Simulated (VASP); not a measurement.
A run of VASP 6.6.1 is set up as follows.

Contents of INCAR:

```
  ALGO = Normal
  EDIFF = 1E-6
  ENCUT = 520
  GGA = RE
  ISIF = 2
  ISMEAR = -1
  ISPIN = 2
  LASPH = T
  LCHARG = F
  LMAXMIX = 4
  LORBIT = 11
  LREAL = F
  LWAVE = F
  MAGMOM = 0.8 0.8
  NBANDS = 21
  NELM = 150
  PREC = Accurate
  SIGMA = 0.05
```

Contents of KPOINTS:

```
k-points
0
Gamma
  14 14 8
```

POSCAR

```
Ni
1.0
    2.5065785448      0.0000000000      0.0000000000
   -1.2532892724      2.1707606964      0.0000000000
    0.0000000000      0.0000000000      4.1049979308
Ni
2
Direct
    0.3333333333      0.6666666667      0.2500000000
    0.6666666667      0.3333333333      0.7500000000
```

Potentials or basis: VASP PAW PBE potentials, release 64 (Ni).

Command:

```bash
$ cat potpaw_PBE.64/Ni/POTCAR > POTCAR
$ mpirun -np 1 vasp_std > vasp.out
```

Question: Estimate the pressure.

Answer: -0.1 GPa.

Question: Predict the net moment.

Answer: 1.32 μB per cell.

Stress tensor (GPa, compression positive):
```
-0.11  0.00  0.00
 0.00 -0.11  0.00
 0.00  0.00  0.03
```

Caveat: the PAW data sets were made with another functional, which shifts forces and pressure a little.
